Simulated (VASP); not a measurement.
The system is Hg.

```xyz
2
Lattice="3.4618 0.0000 0.0000 -1.7309 2.9980 0.0000 0.0000 0.0000 5.4875" Properties=species:S:1:pos:R:3 pbc="T T T"
Hg    1.7309    0.9993    4.1157
Hg    0.0000    1.9987    1.3719
```

Base run:

| Item | Value |
| --- | --- |
| Program | VASP 6.6.1 |
| Functional | BLYP |
| Potentials or basis | VASP PAW PBE potentials, release 64 (Hg) |
| Cutoff | 520 eV |
| k mesh | 10 × 10 × 6 |
| Occupations | fermi-dirac, width 0.05 eV |
| Spin | no spin polarisation |

Its results: pressure 5.1 GPa.

Q: The run is repeated on the same cell with these changes: functional from BLYP to LDA; potentials or basis from VASP PAW PBE potentials, release 64 (Hg) to VASP PAW LDA potentials, release 64 (Hg). What comes out?

A: Pressure -4.2 GPa.

Caveats: the PAW data sets were made with another functional, which shifts forces and pressure a little (some runs).
